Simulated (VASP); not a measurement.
## TaN: single point with LDA

TaN:

```
CELL_PARAMETERS angstrom
0.00000 2.13753 2.13753
2.13753 0.00000 2.13753
2.13753 2.13753 0.00000
ATOMIC_POSITIONS crystal
Ta 0.49783 0.50217 0.50217
N 0.02806 0.97194 0.97194
```

```yaml
Program: VASP 6.6.1
Task: single point
Functional: LDA
Potentials_or_basis: VASP PAW LDA potentials, release 64 (Ta_pv, N)
Cutoff: 520 eV
k_mesh: 18 × 18 × 18
Occupations: gaussian, width 0.15 eV
Spin: no spin polarisation
```

```
Pressure               : 27.7 GPa
Largest force          : 1.694 eV/Å
Band gap on the k mesh : zero (band 8 reaches 12.45 eV, above the bottom of band 9 at 8.40 eV)
```

Forces on the atoms (eV/Å):
```
Ta  -1.694  0.000  0.000
N    1.694  0.000  0.000
```

Stress tensor (GPa, compression positive):
```
35.33  0.00  0.00
 0.00 23.83  0.00
 0.00  0.00 23.83
```

Levels at points of the mesh, in eV from the Fermi level:
| k point | band 4 | band 5 | band 6 | band 7 | band 8 | band 9 | band 10 | band 11 | band 12 | band 13 |
| --- | --- | --- | --- | --- | --- | --- | --- | --- | --- | --- |
| (0.00, 0.00, 0.00) | -19.27 | -4.48 | -4.48 | -4.38 | -2.32 | -1.79 | -1.79 | 0.08 | 0.64 | 2.48 |
| (0.50, 0.00, 0.00) | -15.65 | -10.98 | -8.16 | -8.12 | 2.08 | 2.23 | 2.27 | 4.19 | 8.09 | 8.70 |
| (0.50, 0.50, 0.00) | -17.98 | -6.68 | -6.65 | -4.79 | -4.02 | 2.54 | 4.07 | 4.09 | 5.48 | 7.84 |
| (0.00, 0.50, 0.50) | -17.97 | -6.57 | -6.04 | -4.73 | -4.73 | 2.42 | 4.07 | 4.07 | 5.21 | 7.21 |

It took 76 s on 1 thread of AMD EPYC 9R45 96-Core Processor (Zen 5), on a shared host, peak memory 0.22 GiB.

Caveat: spin-orbit coupling is left out, which moves the levels of the heavy elements; forces of over 1 eV/Å act on the atoms, so gaps and moduli don't describe the material at rest.
